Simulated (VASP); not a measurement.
SiC:

```xyz
8
Lattice="3.0160 0.0000 0.0000 -1.5080 2.6119 0.0000 0.0000 0.0000 9.8752" Properties=species:S:1:pos:R:3 pbc="T T T"
Si    0.0000    0.0000   -0.0017
Si    0.0000    1.7413    2.4684
Si    0.0000    0.0000    4.9359
Si    1.5080    0.8706    7.4060
C     0.0000    0.0000    1.8495
C     0.0000    1.7413    4.3246
C     0.0000    0.0000    6.7871
C     1.5080    0.8706    9.2622
```

This cell differs from its parent crystal: strain -2.0%.

Base run:

* Program: VASP 6.6.1
* Functional: HSE06
* Potentials or basis: VASP PAW PBE potentials, release 64 (Si, C)
* Cutoff: 520 eV
* k mesh: 6 × 6 × 2
* Occupations: gaussian, width 0.01 eV
* Spin: no spin polarisation

Its results: band gap on the k mesh 3.17 eV, indirect (least direct gap 4.42 eV); pressure 13.9 GPa.

**Question.** The run is repeated on the same cell with these changes: functional from HSE06 to r2SCAN; k mesh from 6 × 6 × 2 to 12 × 12 × 4. What comes out?

**Answer.** Band gap on the k mesh 2.63 eV, indirect (least direct gap 3.83 eV); pressure 15.3 GPa.

Several settings changed at once, so the effect can't be laid on one alone.

Caveats: the PAW data sets were made with another functional, which shifts forces and pressure a little.

A k mesh can miss the band edges.
